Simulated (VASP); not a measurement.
# LiF (I4/mmm) in VASP: notebook

The runs below take LiF through single point, with PBE.

Everything below comes from runs of VASP 6.6.1. Logs are shortened: lines on timing, memory, paths and dates and some standing lists are left out, and cuts for length are marked.

**1. The cell of the first run**

It takes space group I4/mmm (No. 139, tetragonal). Conventional cell: a = 2.962 Å, b = 2.962 Å, c = 3.706 Å, α = 90.00°, β = 90.00°, γ = 90.00°. Within 2.5 Å of Li (site symmetry 4/mmm) lie 6 F at 1.85 to 2.09 Å. Within 2.5 Å of F (site symmetry 4/mmm) lie 6 Li at 1.85 to 2.09 Å.

**2. Single point, PBE (strain +0.040 along x and y, -0.080 along z)**

The input, INCAR:

```
  PREC = Accurate
  ENCUT = 520
  EDIFF = 1E-6
  ISMEAR = 0
  SIGMA = 0.05
  LREAL = F
  LASPH = T
  NELM = 100
  ALGO = Normal
  ISIF = 2
  LWAVE = F
  LCHARG = F
  GGA = PE
  NBANDS = 12
```

The input, KPOINTS:

```
regular mesh
0
Gamma
  10 10 10
```

The input, POSCAR:

```
LiF
1.0
    0.0000000000      2.0945600000      1.8528800000
    2.0945600000      0.0000000000      1.8528800000
    2.0945600000      2.0945600000      0.0000000000
Li F
1 1
Direct
    0.0000000000      0.0000000000      0.0000000000
    0.5000000000      0.5000000000      0.5000000000
```

Potentials or basis: VASP PAW PBE potentials, release 64 (Li_sv, F).

Launch:

```
$ cat potpaw_PBE.64/Li_sv/POTCAR potpaw_PBE.64/F/POTCAR > POTCAR
$ mpirun -np 1 vasp_std > vasp.out
```

OUTCAR:

```text
PREC = Accurate
   ENCUT = 520
   EDIFF = 1E-6
   ISMEAR = 0
   LREAL = F
   LASPH = T
   NELM = 100
   ISIF = 2
   GGA = PE

 ion  position               nearest neighbor table
   1  0.000  0.000  0.000-   2 1.85   2 1.85   2 2.09   2 2.09   2 2.09   2 2.09
   2  0.500  0.500  0.500-   1 1.85   1 1.85   1 2.09   1 2.09   1 2.09   1 2.09

  LATTYP: Found a body centered tetragonal cell.
 ALAT       =     2.9621551592
 C/A-ratio  =     1.2510350744

  Lattice vectors:

 A1 = (   0.0000000000,  -2.0945600000,  -1.8528800000)
 A2 = (   0.0000000000,   2.0945600000,  -1.8528800000)
 A3 = (   2.0945600000,   0.0000000000,   1.8528800000)

Analysis of symmetry for initial positions (statically):
=====================================================================
 Subroutine PRICEL returns:
 Original cell was already a primitive cell.

 Routine SETGRP: Setting up the symmetry group for a
 body centered tetragonal supercell.

 Subroutine GETGRP returns: Found 16 space group operations
 (whereof 16 operations were pure point group operations)
 out of a pool of 16 trial point group operations.

The static configuration has the point symmetry D_4h.

Analysis of symmetry for dynamics (positions and initial velocities):
=====================================================================
 Subroutine PRICEL returns:
 Original cell was already a primitive cell.

 Routine SETGRP: Setting up the symmetry group for a
 body centered tetragonal supercell.

 Subroutine GETGRP returns: Found 16 space group operations
 (whereof 16 operations were pure point group operations)
 out of a pool of 16 trial point group operations.

The dynamic configuration has the point symmetry D_4h.

 Subroutine INISYM returns: Found 16 space group operations
 (whereof 16 operations are pure point group operations),
 and found     1 'primitive' translations

----------------------------------------------------------------------------------------

                                     Primitive cell

  volume of cell :      16.2578

  direct lattice vectors                    reciprocal lattice vectors
     0.000000000  2.094560000  1.852880000    -0.238713620  0.238713620  0.269850179
     2.094560000  0.000000000  1.852880000     0.238713620 -0.238713620  0.269850179
     2.094560000  2.094560000  0.000000000     0.238713620  0.238713620 -0.269850179

  length of vectors
     2.796488135  2.796488135  2.962155159     0.432189199  0.432189199  0.432189199

[... 86 lines left out ...]
   ISIF   =      2    stress and relaxation
   ISYM   =      2    0-nonsym 1-usesym 2-fastsym
   POTIM  = 0.5000    time-step for ionic-motion
   TEBEG  =    0.0;   TEEND  =   0.0 temperature during run
   PSTRESS=    0.0 pullay stress
   NELECT =      10.0000    total number of electrons
   NUPDOWN=      -1.0000    fix difference up-down
   EMIN   =  10.00;   EMAX   =-10.00  energy-range for DOS
   EFERMI =   0.00;   METHOD = LEGACY
   ISMEAR =     0;   SIGMA  =   0.05  broadening in eV -4-tet -1-fermi 0-gaus
   EFERMI_NEDOS =   21; number of points for ismear=-14 and -15
   IALGO  =     38    algorithm
   IMIX   =      4    mixing-type and parameters
     AMIX     =   0.40;   BMIX     =  1.00
     AMIX_MAG =   1.60;   BMIX_MAG =  1.00
  volume/ion in A,a.u.               =       8.13        54.86
  Fermi-wavevector in a.u.,A,eV,Ry     =   1.392261  2.630991 26.373391  1.938390
  Thomas-Fermi vector in A             =   2.516020
   LORBIT       =      0    0 simple, 1 ext, 2 COOP (PROOUT), +10 PAW based schemes
   GGA     = PE    functional components
   LHFCALC =     F    Hartree Fock is set to
   AEXX    =    0.0000 exact exchange contribution
   IVDW    =     0    specifies the selected vdW correction
   LEPSILON=     F    determine dielectric tensor
   LRPA    =     F    only Hartree local field effects (RPA)
 non-spin polarized calculation
 Gauss-broadening in eV      SIGMA  =   0.05
  energy-cutoff  :      520.00
  volume of cell :       16.26
 maximum number of plane-waves:       451
 NGX is ok and might be reduce to    24
   NGX = 11   NGY = 11   NGZ = 11

 number of electron      10.0000000 magnetization

 number of electron       9.9999994 magnetization

 Free energy of the ion-electron system (eV)
  ---------------------------------------------------
  ext. energy  EPLUGINS =         0.00000000
  ---------------------------------------------------
  free energy    TOTEN  =        -9.58712446 eV

  energy without entropy =       -9.58712446  energy(sigma->0) =       -9.58712446

 E-fermi :  -0.6672     XC(G=0):  -9.9818

 val. band max:       -0.9134273521   @ k =   0.0000   0.0000   0.0000
 cond. band min:       8.0571718415   @ k =   0.0000   0.0000   0.0000
 fundamental gap:      8.9705991935
 Fermi energy:        -0.6671788445

 k-point     1 :       0.0000    0.0000    0.0000
  band No.  band energies     occupation
      1     -41.8584      2.00000
      2     -20.9943      2.00000
      3      -1.2926      2.00000
      4      -0.9134      2.00000
      5      -0.9134      2.00000
      6       8.0572      0.00000
      7      22.2057      0.00000
      8      22.2058      0.00000
      9      23.2418      0.00000
     10      23.2418      0.00000
     11      24.2542      0.00000
     12      25.2365      0.00000
[... 331 lines left out ...]
 k-point    24 :       0.4000    0.3000    0.0000
  band No.  band energies     occupation
      1     -41.7828      2.00000
      2     -20.4305      2.00000
      3      -3.2499      2.00000
      4      -2.0187      2.00000
      5      -1.9524      2.00000
      6      12.8447      0.00000
      7      15.0370      0.00000
      8      18.1024      0.00000
      9      18.5632      0.00000
     10      19.1359      0.00000
     11      32.7925      0.00000
     12      34.1679      0.00000

 [... further k-points ...]
[... 5 lines left out ...]
  --------------------------------------------------------------------------------------
  -------------------------------------------------------------------------------------
  Total        0.0034725      0.0034725      1.3244423      0.0000000      0.0000000      0.0000000
  in kB        0.3422106      0.3422106    130.5210989      0.0000000      0.0000000      0.0000000
  external PRESSURE =      43.7351734 kB  Pullay stress =       0.0000000 kB

 VOLUME and BASIS-vectors are now :
 -----------------------------------------------------------------------------
  energy-cutoff  :      520.00
  volume of cell :       16.26
      direct lattice vectors                 reciprocal lattice vectors
     0.000000000  2.094560000  1.852880000    -0.238713620  0.238713620  0.269850179
     2.094560000  0.000000000  1.852880000     0.238713620 -0.238713620  0.269850179
     2.094560000  2.094560000  0.000000000     0.238713620  0.238713620 -0.269850179

 POSITION                                       TOTAL-FORCE (eV/Angst)
 -----------------------------------------------------------------------------------
      0.00000      0.00000      0.00000        -0.000000     -0.000000      0.000000
      2.09456      2.09456      1.85288         0.000000      0.000000     -0.000000
 -----------------------------------------------------------------------------------
    total drift:                                0.000000     -0.000000      0.000000

  FREE ENERGIE OF THE ION-ELECTRON SYSTEM (eV)
  ---------------------------------------------------
  free  energy   TOTEN  =        -9.5871244614 eV

  energy  without entropy=       -9.5871244614  energy(sigma->0) =       -9.58712446
```

stdout:

```text
POSCAR found type information on POSCAR LiF
 POSCAR found :  2 types and       2 ions
 scaLAPACK will be used
 LDA part: xc-table for (Slater+PW92), standard interpolation
 POSCAR, INCAR and KPOINTS ok, starting setup
 FFT: planning ... GRIDC
 FFT: planning ... GRID_SOFT
 FFT: planning ... GRID
 WAVECAR not read
 entering main loop
```

It took 8 s on 1 thread of Intel Xeon Platinum 8559C (Emerald Rapids), shared host; peak memory 0.14 GiB.

Results:

- Free energy: -9.5871 eV
- Band gap on the k mesh: 8.97 eV, direct

Caveat: the cell differs from its parent crystal (strain +0.040 along x and y, -0.080 along z); the cutoff is under 1.25 times the usual one of these potentials, so pressure, stress and relaxed cells hold a basis-set (Pulay) error.

**3. Single point, PBE (strain +0.040 along x and y, -0.040 along z)**

The input, INCAR:

```
PREC = Accurate
ENCUT = 520
EDIFF = 1E-6
ISMEAR = 0
SIGMA = 0.05
LREAL = F
LASPH = T
NELM = 80
ALGO = Normal
ISIF = 2
LWAVE = F
LCHARG = F
GGA = PE
NBANDS = 12
```

The input, KPOINTS:

```
Automatic mesh
0
Gamma
  10 10 10
```

The input, POSCAR:

```
LiF
1.0
    0.0000000000      2.0945600000      1.9334400000
    2.0945600000      0.0000000000      1.9334400000
    2.0945600000      2.0945600000      0.0000000000
Li F
1 1
Direct
    0.0000000000      0.0000000000      0.0000000000
    0.5000000000      0.5000000000      0.5000000000
```

Potentials or basis: VASP PAW PBE potentials, release 64 (Li_sv, F).

Launch:

```
$ cat potpaw_PBE.64/Li_sv/POTCAR potpaw_PBE.64/F/POTCAR > POTCAR
$ mpirun -np 1 vasp_std > vasp.out
```

It took 8.2 s on 1 thread of Intel Xeon Platinum 8559C (Emerald Rapids), shared host; peak memory 0.14 GiB.

It converged, with:

```yaml
Free_energy: -9.6250 eV
Band_gap_on_the_k_mesh: 8.68 eV, direct
```

Levels at points of the mesh, in eV from the valence-band top:
| k point | band 2 | band 3 | band 4 | band 5 | band 6 | band 7 | band 8 | band 9 |
| --- | --- | --- | --- | --- | --- | --- | --- | --- |
| (0.00, 0.00, 0.00) | -19.94 | -0.22 | 0.00 | 0.00 | 8.68 | 22.87 | 22.87 | 23.76 |
| (0.50, 0.00, 0.00) | -19.54 | -2.46 | -0.35 | -0.21 | 10.52 | 16.22 | 17.87 | 19.35 |
| (0.50, 0.50, 0.00) | -19.23 | -2.87 | -1.16 | -1.16 | 15.43 | 15.56 | 17.15 | 19.05 |
| (0.50, 0.00, 0.50) | -19.32 | -2.94 | -1.18 | -0.70 | 13.96 | 16.67 | 16.89 | 19.58 |

Caveat: the cell differs from its parent crystal (strain +0.040 along x and y, -0.040 along z); the cutoff is under 1.25 times the usual one of these potentials, so pressure, stress and relaxed cells hold a basis-set (Pulay) error. A k mesh can miss the band edges.

(Continued in part 2 of 2.)
